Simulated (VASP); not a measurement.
# Ge (Cmmm) in VASP: further runs

The runs below take Ge through single point, with PBE.

Everything below comes from runs of VASP 6.6.1. Logs are shortened: lines on timing, memory, paths and dates and some standing lists are left out, and cuts for length are marked.

## 1. The cell of the first run

It takes space group Cmmm (No. 65, orthorhombic). Conventional cell: a = 6.823 Å, b = 14.131 Å, c = 4.071 Å, α = 90.00°, β = 90.00°, γ = 90.00°. Ge (site symmetry m) has 4 Ge at 2.49 to 2.51 Å within 3.3 Å. Within 3.3 Å of Ge (site symmetry m) lie 4 Ge at 2.49 to 2.52 Å.

The cell was generated, and may not be a known phase.

## 2. Single point, PBE

File INCAR:

```
SYSTEM = Ge
  ALGO = Normal
  EDIFF = 1E-6
  ENCUT = 520
  GGA = PE
  ISIF = 2
  ISMEAR = 0
  KPAR = 4
  LASPH = .TRUE.
  LCHARG = .FALSE.
  LREAL = .FALSE.
  LWAVE = .FALSE.
  NBANDS = 66
  NELM = 80
  PREC = Accurate
  SIGMA = 0.01
```

File KPOINTS:

```
k-points
0
G
  6 6 10
  0 0 0
```

File POSCAR:

```
Ge
1.0
    3.4113679894     -7.0656104581      0.0000000000
    3.4113679894      7.0656104581      0.0000000000
    0.0000000000      0.0000000000      4.0705515451
Ge
8
Direct
    0.1485131573      0.4838945226      0.0000000000
    0.8514868427      0.5161054774      0.0000000000
    0.5161054774      0.8514868427      0.0000000000
    0.4838945226      0.1485131573      0.0000000000
    0.9044806741      0.7266320344      0.5000000000
    0.0955193259      0.2733679656      0.5000000000
    0.2733679656      0.0955193259      0.5000000000
    0.7266320344      0.9044806741      0.5000000000
```

Potentials or basis: VASP PAW PBE potentials, release 64 (Ge_d).

Launch:

```
> cat potpaw_PBE.64/Ge_d/POTCAR > POTCAR
> mpirun -np 4 vasp_std > vasp.out
```

OUTCAR:

```text
SYSTEM = Ge
   EDIFF = 1E-6
   ENCUT = 520
   GGA = PE
   ISIF = 2
   ISMEAR = 0
   LASPH = .TRUE.
   LREAL = .FALSE.
   NELM = 80
   PREC = Accurate

 ion  position               nearest neighbor table
   1  0.149  0.484  0.000-   6 2.49   6 2.49   2 2.50   3 2.51
   2  0.851  0.516  0.000-   5 2.49   5 2.49   1 2.50   4 2.51
   3  0.516  0.851  0.000-   8 2.49   8 2.49   4 2.50   1 2.51
   4  0.484  0.149  0.000-   7 2.49   7 2.49   3 2.50   2 2.51
   5  0.904  0.727  0.500-   2 2.49   2 2.49   8 2.51   7 2.52
   6  0.096  0.273  0.500-   1 2.49   1 2.49   7 2.51   8 2.52
   7  0.273  0.096  0.500-   4 2.49   4 2.49   6 2.51   5 2.52
   8  0.727  0.904  0.500-   3 2.49   3 2.49   5 2.51   6 2.52

  LATTYP: Found a base centered orthorhombic cell.
 ALAT       =     6.8227359788
 B/A-ratio  =     2.0711956259
 C/A-ratio  =     0.5966157210

  Lattice vectors:

 A1 = (   3.4113679894,  -7.0656104581,   0.0000000000)
 A2 = (   3.4113679894,   7.0656104581,   0.0000000000)
 A3 = (   0.0000000000,   0.0000000000,   4.0705515451)

Analysis of symmetry for initial positions (statically):
=====================================================================
 Subroutine PRICEL returns:
 Original cell was already a primitive cell.

 Routine SETGRP: Setting up the symmetry group for a
 base centered orthorhombic supercell.

 Subroutine GETGRP returns: Found  8 space group operations
 (whereof  8 operations were pure point group operations)
 out of a pool of  8 trial point group operations.

The static configuration has the point symmetry D_2h.

Analysis of symmetry for dynamics (positions and initial velocities):
=====================================================================
 Subroutine PRICEL returns:
 Original cell was already a primitive cell.

 Routine SETGRP: Setting up the symmetry group for a
 base centered orthorhombic supercell.

 Subroutine GETGRP returns: Found  8 space group operations
 (whereof  8 operations were pure point group operations)
 out of a pool of  8 trial point group operations.

The dynamic configuration has the point symmetry D_2h.

 Subroutine INISYM returns: Found  8 space group operations
 (whereof  8 operations are pure point group operations),
 and found     1 'primitive' translations

----------------------------------------------------------------------------------------

                                     Primitive cell

  volume of cell :     196.2282

  direct lattice vectors                    reciprocal lattice vectors
     3.411367989 -7.065610458  0.000000000     0.146568767 -0.070765294  0.000000000
     3.411367989  7.065610458  0.000000000     0.146568767  0.070765294  0.000000000
     0.000000000  0.000000000  4.070551545     0.000000000  0.000000000  0.245666954

  length of vectors
     7.846036114  7.846036114  4.070551545     0.162757888  0.162757888  0.245666954

  position of ions in fractional coordinates (direct lattice)
     0.148513157  0.483894523  0.000000000
     0.851486843  0.516105477  0.000000000
     0.516105477  0.851486843  0.000000000
     0.483894523  0.148513157  0.000000000
     0.904480674  0.726632034  0.500000000
     0.095519326  0.273367966  0.500000000
     0.273367966  0.095519326  0.500000000
     0.726632034  0.904480674  0.500000000

  ion indices of the primitive-cell ions
   primitive index   ion index
                 1           1
                 2           2
                 3           3
                 4           4
                 5           5
                 6           6
                 7           7
                 8           8

----------------------------------------------------------------------------------------

 KPOINTS: k-points

Automatic generation of k-mesh.
 Grid dimensions read from file:
 generate k-points for:    6    6   10

 Generating k-lattice:

  Cartesian coordinates                     Fractional coordinates (reciprocal lattice)
     0.024428128 -0.011794216  0.000000000     0.166666667  0.000000000  0.000000000
     0.024428128  0.011794216  0.000000000     0.000000000  0.166666667  0.000000000
     0.000000000  0.000000000  0.024566695     0.000000000  0.000000000  0.100000000

  Length of vectors
     0.027126315  0.027126315  0.024566695

  Shift w.r.t. Gamma in fractional coordinates (k-lattice)
     0.000000000  0.000000000  0.000000000

 Subroutine IBZKPT returns following result:
 ===========================================

 Found     78 irreducible k-points:

 Following reciprocal coordinates:
            Coordinates               Weight
  0.000000  0.000000  0.000000      1.000000
  0.166667  0.000000  0.000000      4.000000
  0.333333  0.000000  0.000000      4.000000
  0.500000  0.000000  0.000000      2.000000
  0.166667  0.166667  0.000000      2.000000
  0.333333  0.166667  0.000000      4.000000
[... 16 lines left out ...]
  0.333333  0.333333  0.100000      4.000000
  0.500000  0.333333  0.100000      8.000000
 [... further k-points ...]
   k-points           NKPTS =     78   k-points in BZ     NKDIM =     78   number of bands    NBANDS=     66
   number of dos      NEDOS =    301   number of ions     NIONS =      8
   total plane-waves  NPLWV = 108000
   dimension x,y,z NGX =    60 NGY =   60 NGZ =   30
   dimension x,y,z NGXF=   120 NGYF=  120 NGZF=   60
   ions per type =               8
   NGX,Y,Z   is equivalent  to a cutoff of  12.71, 12.71, 12.25 a.u.
   NGXF,Y,Z  is equivalent  to a cutoff of  25.43, 25.43, 24.50 a.u.
 SYSTEM =  Ge
   PREC   = accura    normal or accurate (medium, high low for compatibility)
   ISTART =      0    job   : 0-new  1-cont  2-samecut
   ICHARG =      2    charge: 1-file 2-atom 10-const
   ISPIN  =      1    spin polarized calculation?
   LNONCOLLINEAR =      F non collinear calculations
   LSORBIT =      F    spin-orbit coupling
   LASPH  =      T    aspherical Exc in radial PAW
   ENCUT  =  520.0 eV  38.22 Ry    6.18 a.u.  14.59 14.59  7.57*2*pi/ulx,y,z
   NELM   =     80;   NELMIN=  2; NELMDL= -5     # of ELM steps
   EDIFF  = 0.1E-05   stopping-criterion for ELM
   LREAL  =      F    real-space projection
   EDIFFG = 0.1E-04   stopping-criterion for IOM
   NSW    =      0    number of steps for IOM
   IBRION =     -1    ionic relax: 0-MD 1-quasi-New 2-CG
   NFREE  =      0    steps in history (QN), initial steepest desc. (CG)
   ISIF   =      2    stress and relaxation
   ISYM   =      2    0-nonsym 1-usesym 2-fastsym
   POTIM  = 0.5000    time-step for ionic-motion
   TEBEG  =    0.0;   TEEND  =   0.0 temperature during run
   PSTRESS=    0.0 pullay stress
   NELECT =     112.0000    total number of electrons
   NUPDOWN=      -1.0000    fix difference up-down
   EMIN   =  10.00;   EMAX   =-10.00  energy-range for DOS
   EFERMI =   0.00;   METHOD = LEGACY
   ISMEAR =     0;   SIGMA  =   0.01  broadening in eV -4-tet -1-fermi 0-gaus
   EFERMI_NEDOS =   21; number of points for ismear=-14 and -15
   IALGO  =     38    algorithm
   IMIX   =      4    mixing-type and parameters
     AMIX     =   0.40;   BMIX     =  1.00
     AMIX_MAG =   1.60;   BMIX_MAG =  1.00
  volume/ion in A,a.u.               =      24.53       165.53
  Fermi-wavevector in a.u.,A,eV,Ry     =   1.357981  2.566212 25.090669  1.844112
  Thomas-Fermi vector in A             =   2.484853
   LORBIT       =      0    0 simple, 1 ext, 2 COOP (PROOUT), +10 PAW based schemes
   GGA     = PE    functional components
   LHFCALC =     F    Hartree Fock is set to
   AEXX    =    0.0000 exact exchange contribution
   IVDW    =     0    specifies the selected vdW correction
   LEPSILON=     F    determine dielectric tensor
   LRPA    =     F    only Hartree local field effects (RPA)
 non-spin polarized calculation
 Gauss-broadening in eV      SIGMA  =   0.01
  energy-cutoff  :      520.00
  volume of cell :      196.23
 maximum number of plane-waves:      5319
 NGX is ok and might be reduce to    60
   NGX = 29   NGY = 29   NGZ = 15

 number of electron     111.9999971 magnetization

 Free energy of the ion-electron system (eV)
  ---------------------------------------------------
  ext. energy  EPLUGINS =         0.00000000
  ---------------------------------------------------
  free energy    TOTEN  =       -35.70753051 eV

  energy without entropy =      -35.70752030  energy(sigma->0) =      -35.70752541

 E-fermi :   4.3111     XC(G=0):  -9.5058

 val. band max:        4.3005475608   @ k =   0.5000   0.5000   0.0000
 cond. band min:       4.3217334077   @ k =   0.5000   0.5000   0.0000
 fundamental gap:      0.0211858469
 Fermi energy:         4.3111404841

 k-point     1 :       0.0000    0.0000    0.0000
  band No.  band energies     occupation
      1     -20.5452      2.00000
      2     -20.5305      2.00000
      3     -20.5228      2.00000
      4     -20.5128      2.00000
      5     -20.5084      2.00000
      6     -20.4970      2.00000
[... 58 lines left out ...]
     65       8.4420      0.00000
     66       8.5739      0.00000

 k-point     2 :       0.1667    0.0000    0.0000
  band No.  band energies     occupation
      1     -20.5425      2.00000
      2     -20.5290      2.00000
      3     -20.5211      2.00000
      4     -20.5114      2.00000
      5     -20.5067      2.00000
      6     -20.5009      2.00000
[... 58 lines left out ...]
     65       8.2568      0.00000
     66       8.6467      0.00000

 k-point     3 :       0.3333    0.0000    0.0000
  band No.  band energies     occupation
      1     -20.5351      2.00000
      2     -20.5247      2.00000
      3     -20.5181      2.00000
      4     -20.5091      2.00000
      5     -20.5071      2.00000
      6     -20.5066      2.00000
[... 1438 lines left out ...]
     65       8.0552      0.00000
     66       8.6574      0.00000

 k-point    24 :       0.5000    0.3333    0.1000
  band No.  band energies     occupation
      1     -20.5401      2.00000
      2     -20.5330      2.00000
      3     -20.5244      2.00000
      4     -20.5180      2.00000
      5     -20.5146      2.00000
      6     -20.4987      2.00000
[... 58 lines left out ...]
     65       8.4239      0.00000
     66       8.4872      0.00000

 [... further k-points ...]

------------------------ aborting loop because EDIFF is reached ----------------------------------------

  FORCE on cell =-STRESS in cart. coord.  units (eV):
  Direction    XX          YY          ZZ          XY          YZ          ZX
  --------------------------------------------------------------------------------------
  -------------------------------------------------------------------------------------
  Total        0.0022735      0.0150990     -0.0327082      0.0000000      0.0000000      0.0000000
  in kB        0.0185631      0.1232813     -0.2670584      0.0000000      0.0000000      0.0000000
  external PRESSURE =      -0.0417380 kB  Pullay stress =       0.0000000 kB

 VOLUME and BASIS-vectors are now :
 -----------------------------------------------------------------------------
  energy-cutoff  :      520.00
  volume of cell :      196.23
      direct lattice vectors                 reciprocal lattice vectors
     3.411367989 -7.065610458  0.000000000     0.146568767 -0.070765294  0.000000000
     3.411367989  7.065610458  0.000000000     0.146568767  0.070765294  0.000000000
     0.000000000  0.000000000  4.070551545     0.000000000  0.000000000  0.245666954

 POSITION                                       TOTAL-FORCE (eV/Angst)
 -----------------------------------------------------------------------------------
      2.15738      2.36967      0.00000        -0.004253     -0.005187      0.000000
      4.66536     -2.36967      0.00000         0.004253      0.005187     -0.000000
      4.66536      2.36967      0.00000         0.004253     -0.005187      0.000000
      2.15738     -2.36967      0.00000        -0.004253      0.005187     -0.000000
      5.56433     -1.25661      2.03528        -0.005212     -0.006339     -0.000000
      1.25841      1.25661      2.03528         0.005212      0.006339      0.000000
      1.25841     -1.25661      2.03528         0.005212     -0.006339      0.000000
      5.56433      1.25661      2.03528        -0.005212      0.006339     -0.000000
 -----------------------------------------------------------------------------------
    total drift:                                0.000000     -0.000000      0.000000

  FREE ENERGIE OF THE ION-ELECTRON SYSTEM (eV)
  ---------------------------------------------------
  free  energy   TOTEN  =       -35.7075305097 eV

  energy  without entropy=      -35.7075203043  energy(sigma->0) =      -35.70752541
```

It took 13 min on 4 MPI ranks of AMD EPYC 7R43 (Zen 3), shared host; peak memory 0.72 GiB.

Results:

```yaml
Free_energy: -35.7075 eV
Pressure: 0.0 GPa
Largest_force: 0.008 eV/Å
Band_gap_on_the_k_mesh: 0.02 eV
```

Forces in eV/Å, atoms in the order of the input:
```
Ge  -0.004 -0.005  0.000
Ge   0.004  0.005  0.000
Ge   0.004 -0.005  0.000
Ge  -0.004  0.005  0.000
Ge  -0.005 -0.006  0.000
Ge   0.005  0.006  0.000
Ge   0.005 -0.006  0.000
Ge  -0.005  0.006  0.000
```

## 3. Single point, PBE

File INCAR:

```
SYSTEM = Ge
PREC     = Accurate       ! precision mode
ENCUT    = 520            ! plane-wave cutoff, eV
EDIFF    = 1E-7           ! SCF threshold, eV
ISMEAR   = 0              ! smearing method
SIGMA    = 0.1            ! smearing width, eV
LREAL    = .False.        ! projectors in reciprocal space
LASPH    = .True.         ! aspherical terms in the spheres
NELM     = 60             ! most SCF steps
ALGO     = Normal         ! electronic algorithm
ISIF     = 2              ! what is computed and relaxed
LWAVE    = .False.        ! write WAVECAR
LCHARG   = .True.         ! write CHGCAR
GGA      = PE             ! functional
LVHAR    = .True.       
NBANDS   = 66             ! bands
KPAR     = 4
```

File KPOINTS:

```
regular mesh
0
Gamma
  6 6 10
  0 0 0
```

File POSCAR:

```
Ge
1.0
    3.4108933569     -7.0673262480      0.0000000000
    3.4108933569      7.0673262480      0.0000000000
    0.0000000000      0.0000000000      4.0688429454
Ge
8
Direct
    0.1484627290      0.4838689242      0.0000000000
    0.8515372710      0.5161310758      0.0000000000
    0.5161310758      0.8515372710      0.0000000000
    0.4838689242      0.1484627290      0.0000000000
    0.9044289231      0.7266348835      0.5000000000
    0.0955710769      0.2733651165      0.5000000000
    0.2733651165      0.0955710769      0.5000000000
    0.7266348835      0.9044289231      0.5000000000
```

Potentials or basis: VASP PAW PBE potentials, release 64 (Ge_d).

Launch:

```
> cat potpaw_PBE.64/Ge_d/POTCAR > POTCAR
> mpirun -np 4 vasp_std > vasp.out
```

OUTCAR:

```text
SYSTEM = Ge
   PREC = Accurate
   ENCUT = 520
   EDIFF = 1E-7
   ISMEAR = 0
   LREAL = .False.
   LASPH = .True.
   NELM = 60
   ISIF = 2
   GGA = PE

 ion  position               nearest neighbor table
   1  0.148  0.484  0.000-   6 2.49   6 2.49   2 2.50   3 2.51
   2  0.852  0.516  0.000-   5 2.49   5 2.49   1 2.50   4 2.51
   3  0.516  0.852  0.000-   8 2.49   8 2.49   4 2.50   1 2.51
   4  0.484  0.148  0.000-   7 2.49   7 2.49   3 2.50   2 2.51
   5  0.904  0.727  0.500-   2 2.49   2 2.49   8 2.51   7 2.52
   6  0.096  0.273  0.500-   1 2.49   1 2.49   7 2.51   8 2.52
   7  0.273  0.096  0.500-   4 2.49   4 2.49   6 2.51   5 2.52
   8  0.727  0.904  0.500-   3 2.49   3 2.49   5 2.51   6 2.52

  LATTYP: Found a base centered orthorhombic cell.
 ALAT       =     6.8217867138
 B/A-ratio  =     2.0719868693
 C/A-ratio  =     0.5964482790

  Lattice vectors:

 A1 = (   3.4108933569,  -7.0673262480,   0.0000000000)
 A2 = (   3.4108933569,   7.0673262480,   0.0000000000)
 A3 = (   0.0000000000,   0.0000000000,   4.0688429454)

Analysis of symmetry for initial positions (statically):
[... 191 lines left out ...]
 Fermi energy:         4.3122922826

 k-point     1 :       0.0000    0.0000    0.0000
  band No.  band energies     occupation
      1     -20.5425      2.00000
      2     -20.5282      2.00000
      3     -20.5202      2.00000
      4     -20.5104      2.00000
      5     -20.5059      2.00000
      6     -20.4947      2.00000
[... 1645 lines left out ...]
     65       8.4278      0.00000
     66       8.4895      0.00000

 [... further k-points ...]

------------------------ aborting loop because EDIFF is reached ----------------------------------------

  FORCE on cell =-STRESS in cart. coord.  units (eV):
  Direction    XX          YY          ZZ          XY          YZ          ZX
  --------------------------------------------------------------------------------------
  -------------------------------------------------------------------------------------
  Total       -0.0507407     -0.0585765     -0.0440654     -0.0000000      0.0000000      0.0000000
  in kB       -0.4144221     -0.4784204     -0.3599021     -0.0000000      0.0000000      0.0000000
  external PRESSURE =      -0.4175815 kB  Pullay stress =       0.0000000 kB

 VOLUME and BASIS-vectors are now :
 -----------------------------------------------------------------------------
  energy-cutoff  :      520.00
  volume of cell :      196.17
      direct lattice vectors                 reciprocal lattice vectors
     3.410893357 -7.067326248  0.000000000     0.146589162 -0.070748114  0.000000000
     3.410893357  7.067326248  0.000000000     0.146589162  0.070748114  0.000000000
     0.000000000  0.000000000  4.068842945     0.000000000  0.000000000  0.245770115

 POSITION                                       TOTAL-FORCE (eV/Angst)
 -----------------------------------------------------------------------------------
      2.15682      2.37043      0.00000        -0.000119     -0.001236      0.000000
      4.66497     -2.37043      0.00000         0.000119      0.001236      0.000000
      4.66497      2.37043      0.00000         0.000119     -0.001236      0.000000
      2.15682     -2.37043      0.00000        -0.000119      0.001236     -0.000000
      5.56338     -1.25653      2.03442        -0.001835     -0.002575     -0.000000
      1.25840      1.25653      2.03442         0.001835      0.002575      0.000000
      1.25840     -1.25653      2.03442         0.001835     -0.002575      0.000000
      5.56338      1.25653      2.03442        -0.001835      0.002575     -0.000000
 -----------------------------------------------------------------------------------
    total drift:                               -0.000000     -0.000000      0.000000

  FREE ENERGIE OF THE ION-ELECTRON SYSTEM (eV)
  ---------------------------------------------------
  free  energy   TOTEN  =       -35.7078616316 eV

  energy  without entropy=      -35.7072194935  energy(sigma->0) =      -35.70754056
```

stdout:

```text
POSCAR found type information on POSCAR Ge
 POSCAR found :  1 types and       8 ions
 scaLAPACK will be used
 LDA part: xc-table for (Slater+PW92), standard interpolation
 POSCAR, INCAR and KPOINTS ok, starting setup
 FFT: planning ... GRIDC
 FFT: planning ... GRID_SOFT
 FFT: planning ... GRID
 WAVECAR not read
 entering main loop
```

Wall time 11 min (4 MPI ranks of Oxide Virtual Turin-like, shared host); peak memory 0.75 GiB.

Results:

| Quantity | Value |
| --- | --- |
| Free energy | -35.7079 eV |
| Pressure | 0.0 GPa |
| Largest force | 0.003 eV/Å |
| Band gap on the k mesh | 0.02 eV |

Forces on the atoms (eV/Å):
```
Ge   0.000 -0.001  0.000
Ge   0.000  0.001  0.000
Ge   0.000 -0.001  0.000
Ge   0.000  0.001  0.000
Ge  -0.002 -0.003  0.000
Ge   0.002  0.003  0.000
Ge   0.002 -0.003  0.000
Ge  -0.002  0.003  0.000
```

Levels at points of the mesh, in eV from the valence-band top:
```csv
k point,band 54,band 55,band 56,band 57,band 58,band 59
"(0.00, 0.00, 0.00)",-0.91,-0.74,-0.62,0.23,0.51,1.29
"(0.50, 0.00, 0.00)",-1.53,-1.27,-1.03,0.68,1.08,1.27
"(0.50, 0.50, 0.00)",-0.47,-0.09,0.00,0.02,0.60,1.10
"(0.00, 0.00, 0.50)",-2.67,-1.47,-1.34,1.51,1.57,2.66
"(0.50, 0.00, 0.50)",-2.27,-2.04,-1.38,0.57,0.84,1.31
"(0.50, 0.50, 0.50)",-2.48,-2.43,-2.35,0.63,0.89,2.06
```

A k mesh can miss the band edges.
